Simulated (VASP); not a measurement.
# Sn (Fd-3m) in VASP: notebook, part 2 of 2

VASP 6.6.1. Earlier steps stand in the parts before.

**4. Single point, PBE**

This run uses another cell than the first one, of 33.80 Å³/atom.

The input, INCAR:

```
SYSTEM = Sn
ALGO = Normal
EDIFF = 1E-6
ENCUT = 520
GGA = PE
ISIF = 2
ISMEAR = 1
LASPH = .True.
LCHARG = .False.
LREAL = .False.
LWAVE = .False.
NBANDS = 21
NELM = 100
PREC = Accurate
SIGMA = 0.1
```

The input, KPOINTS:

```
k-points
0
Gamma
  8 8 8
  0 0 0
```

The input, POSCAR:

```
Sn
1.0
    0.0000000000      3.2333430000      3.2333430000
    3.2333430000      0.0000000000      3.2333430000
    3.2333430000      3.2333430000      0.0000000000
Sn
2
Direct
    0.0000000000      0.0000000000      0.0000000000
    0.2500000000      0.2500000000      0.2500000000
```

Potentials or basis: VASP PAW PBE potentials, release 64 (Sn_d).

The run is started by

```console
$ cat potpaw_PBE.64/Sn_d/POTCAR > POTCAR
$ mpirun -np 1 vasp_std > vasp.out
```

OUTCAR:

```text
SYSTEM = Sn
   EDIFF = 1E-6
   ENCUT = 520
   GGA = PE
   ISIF = 2
   ISMEAR = 1
   LASPH = .True.
   LREAL = .False.
   NELM = 100
   PREC = Accurate

 ion  position               nearest neighbor table
   1  0.000  0.000  0.000-   2 2.80   2 2.80   2 2.80   2 2.80
   2  0.250  0.250  0.250-   1 2.80   1 2.80   1 2.80   1 2.80

  LATTYP: Found a face centered cubic cell.
 ALAT       =     6.4666860000

  Lattice vectors:

 A1 = (   0.0000000000,   3.2333430000,   3.2333430000)
 A2 = (   3.2333430000,   0.0000000000,   3.2333430000)
 A3 = (   3.2333430000,   3.2333430000,   0.0000000000)

Analysis of symmetry for initial positions (statically):
=====================================================================
 Subroutine PRICEL returns:
 Original cell was already a primitive cell.

 Routine SETGRP: Setting up the symmetry group for a
 face centered cubic supercell.

 Subroutine GETGRP returns: Found 48 space group operations
 (whereof 24 operations were pure point group operations)
 out of a pool of 48 trial point group operations.

The static configuration has the point symmetry T_d .
 The point group associated with its full space group is O_h .

Analysis of symmetry for dynamics (positions and initial velocities):
=====================================================================
 Subroutine PRICEL returns:
 Original cell was already a primitive cell.

 Routine SETGRP: Setting up the symmetry group for a
 face centered cubic supercell.

 Subroutine GETGRP returns: Found 48 space group operations
 (whereof 24 operations were pure point group operations)
 out of a pool of 48 trial point group operations.

The dynamic configuration has the point symmetry T_d .
 The point group associated with its full space group is O_h .

 Subroutine INISYM returns: Found 48 space group operations
 (whereof 24 operations are pure point group operations),
 and found     1 'primitive' translations

[... 110 lines left out ...]
   EFERMI_NEDOS =   21; number of points for ismear=-14 and -15
   IALGO  =     38    algorithm
   IMIX   =      4    mixing-type and parameters
     AMIX     =   0.40;   BMIX     =  1.00
     AMIX_MAG =   1.60;   BMIX_MAG =  1.00
  volume/ion in A,a.u.               =      33.80       228.11
  Fermi-wavevector in a.u.,A,eV,Ry     =   1.220298  2.306028 20.260790  1.489126
  Thomas-Fermi vector in A             =   2.355520
   LORBIT       =      0    0 simple, 1 ext, 2 COOP (PROOUT), +10 PAW based schemes
   GGA     = PE    functional components
   LHFCALC =     F    Hartree Fock is set to
   AEXX    =    0.0000 exact exchange contribution
   IVDW    =     0    specifies the selected vdW correction
   LEPSILON=     F    determine dielectric tensor
   LRPA    =     F    only Hartree local field effects (RPA)
 non-spin polarized calculation
 Methfessel and Paxton  Order N= 1 SIGMA  =   0.10
  energy-cutoff  :      520.00
  volume of cell :       67.61
 maximum number of plane-waves:      1841
 NGX is ok and might be reduce to    36
   NGX = 17   NGY = 17   NGZ = 17

 number of electron      28.0000008 magnetization

 Free energy of the ion-electron system (eV)
  ---------------------------------------------------
  ext. energy  EPLUGINS =         0.00000000
  ---------------------------------------------------
  free energy    TOTEN  =        -7.61848322 eV

  energy without entropy =       -7.61849195  energy(sigma->0) =       -7.61848613

 E-fermi :   5.7710     XC(G=0):  -8.9206

 val. band max:        5.7708839413   @ k =   0.5000   0.0000   0.0000
 cond. band min:       5.8426968495   @ k =   0.0000   0.0000   0.0000
 fundamental gap:      0.0718129082
 Fermi energy:         5.7709861763

 k-point     1 :       0.0000    0.0000    0.0000
  band No.  band energies     occupation
      1     -15.9488      2.00000
      2     -15.9488      2.00000
      3     -15.9488      2.00000
      4     -15.8877      2.00000
      5     -15.8877      2.00000
      6     -15.5700      2.00000
[... 565 lines left out ...]
     20      14.3321      0.00000
     21      14.8762      0.00000

 [... further k-points ...]

------------------------ aborting loop because EDIFF is reached ----------------------------------------

  FORCE on cell =-STRESS in cart. coord.  units (eV):
  Direction    XX          YY          ZZ          XY          YZ          ZX
  --------------------------------------------------------------------------------------
  -------------------------------------------------------------------------------------
  Total        1.5781468      1.5781468      1.5781468     -0.0000000      0.0000000     -0.0000000
  in kB       37.4000905     37.4000905     37.4000905     -0.0000000      0.0000000     -0.0000000
  external PRESSURE =      37.4000905 kB  Pullay stress =       0.0000000 kB

 VOLUME and BASIS-vectors are now :
 -----------------------------------------------------------------------------
  energy-cutoff  :      520.00
  volume of cell :       67.61
      direct lattice vectors                 reciprocal lattice vectors
     0.000000000  3.233343000  3.233343000    -0.154638713  0.154638713  0.154638713
     3.233343000  0.000000000  3.233343000     0.154638713 -0.154638713  0.154638713
     3.233343000  3.233343000  0.000000000     0.154638713  0.154638713 -0.154638713

 POSITION                                       TOTAL-FORCE (eV/Angst)
 -----------------------------------------------------------------------------------
      0.00000      0.00000      0.00000        -0.000000      0.000000      0.000000
      1.61667      1.61667      1.61667         0.000000     -0.000000     -0.000000
 -----------------------------------------------------------------------------------
    total drift:                                0.000000      0.000000      0.000000

  FREE ENERGIE OF THE ION-ELECTRON SYSTEM (eV)
  ---------------------------------------------------
  free  energy   TOTEN  =        -7.6184832242 eV

  energy  without entropy=       -7.6184919491  energy(sigma->0) =       -7.61848613
```

Wall time 50 s (1 thread of Intel Xeon 8259CL, shared host); peak memory 0.21 GiB.

Results:

```yaml
Free_energy: -7.6185 eV
Pressure: 3.7 GPa
Band_gap_on_the_k_mesh: zero (bands 14 and 15 overlap by 0.07 eV)
```

Caveat: the cell stands under pressure; spin-orbit coupling is left out, which moves the levels of the heavy elements.

**5. Single point, PBE**

This run uses another cell than the first one, of 35.16 Å³/atom.

The input, INCAR:

```
SYSTEM = Sn
PREC = Accurate ; ENCUT = 520
EDIFF = 1E-6 ; ISMEAR = 1
SIGMA = 0.1 ; LREAL = .False.
LASPH = .True. ; NELM = 80
ALGO = Normal ; ISIF = 2
LWAVE = .False. ; LCHARG = .False.
GGA = PE ; NBANDS = 21
```

The input, KPOINTS:

```
Automatic mesh
0
Gamma
  8 8 8
  0 0 0
```

The input, POSCAR:

```
Sn
1.0
    0.0000000000      3.2758918662      3.2758918662
    3.2758918662      0.0000000000      3.2758918662
    3.2758918662      3.2758918662      0.0000000000
Sn
2
Direct
    0.0000000000      0.0000000000      0.0000000000
    0.2500000000      0.2500000000      0.2500000000
```

The run is started by

```console
$ cat potpaw_PBE.64/Sn_d/POTCAR > POTCAR
$ mpirun -np 1 vasp_std > vasp.out
```

Wall time 50 s (1 thread of Intel Xeon 8259CL, shared host); peak memory 0.21 GiB.

Results (log left out):

* Free energy: -7.6654 eV
* Pressure: 1.8 GPa
* Band gap on the k mesh: zero (bands 14 and 15 overlap by 0.15 eV)

Levels at points of the mesh, in eV from the Fermi level:
```tsv
k point	band 12	band 13	band 14	band 15	band 16	band 17
(0.00, 0.00, 0.00)	-0.76	0.16	0.16	0.16	2.23	2.23
(0.50, 0.00, 0.00)	-6.11	-1.00	-1.00	0.01	3.29	3.29
(0.50, 0.50, 0.00)	-7.34	-2.29	-2.29	0.93	0.93	7.62
```

Caveat: spin-orbit coupling is left out, which moves the levels of the heavy elements.

**6. Single point, PBE**

This run uses another cell than the first one, of 36.51 Å³/atom.

The input, INCAR:

```
  ALGO = Normal
  EDIFF = 1E-7
  ENCUT = 520
  GGA = PE
  ISIF = 2
  ISMEAR = 1
  LASPH = True
  LCHARG = False
  LREAL = False
  LWAVE = False
  NBANDS = 21
  NELM = 100
  PREC = Accurate
  SIGMA = 0.1
```

The input, KPOINTS:

```
k-points
0
Gamma
  8 8 8
```

The input, POSCAR:

```
Sn
1.0
    0.0000000000      3.3173632544      3.3173632544
    3.3173632544      0.0000000000      3.3173632544
    3.3173632544      3.3173632544      0.0000000000
Sn
2
Direct
    0.0000000000      0.0000000000      0.0000000000
    0.2500000000      0.2500000000      0.2500000000
```

Potentials or basis: VASP PAW PBE potentials, release 64 (Sn_d).

The run is started by

```console
$ cat potpaw_PBE.64/Sn_d/POTCAR > POTCAR
$ mpirun -np 1 vasp_std > vasp.out
```

It took 59 s on 1 thread of Intel Xeon 8259CL, shared host; peak memory 0.21 GiB.

Results (log left out):

```
Free energy            : -7.6831 eV
Pressure               : 0.3 GPa
Band gap on the k mesh : zero (bands 14 and 15 overlap by 0.22 eV)
```

Levels at points of the mesh, in eV from the Fermi level:
| k point | band 12 | band 13 | band 14 | band 15 | band 16 | band 17 |
| --- | --- | --- | --- | --- | --- | --- |
| (0.00, 0.00, 0.00) | -0.98 | 0.20 | 0.20 | 0.20 | 2.26 | 2.26 |
| (0.50, 0.00, 0.00) | -5.95 | -0.91 | -0.91 | -0.02 | 3.31 | 3.31 |
| (0.50, 0.50, 0.00) | -7.19 | -2.14 | -2.14 | 1.00 | 1.00 | 7.42 |

Caveat: spin-orbit coupling is left out, which moves the levels of the heavy elements.

**7. Summary**

```csv
cell,gap on the mesh (eV),pressure (GPa)
"a = 4.447 Å, angles 60.0°, 2 atoms",none,9.1
"a = 4.511 Å, angles 60.0°, 2 atoms",none,6.1
"a = 4.573 Å, angles 60.0°, 2 atoms",none,3.7
"a = 4.633 Å, angles 60.0°, 2 atoms",none,1.8
"a = 4.691 Å, angles 60.0°, 2 atoms",none,0.3
```

Alike in all rows: task single point; level PBE; potentials or basis VASP PAW PBE potentials, release 64 (Sn_d); no spin polarisation; k mesh 8 × 8 × 8; cutoff (eV) 520; smearing methfessel-paxton 0.1 eV.

Caveats: spin-orbit coupling is left out, which moves the levels of the heavy elements; the cell stands under pressure (at least some runs).

Total energies depend on the potentials used, so only differences within one code and one set of settings carry meaning.
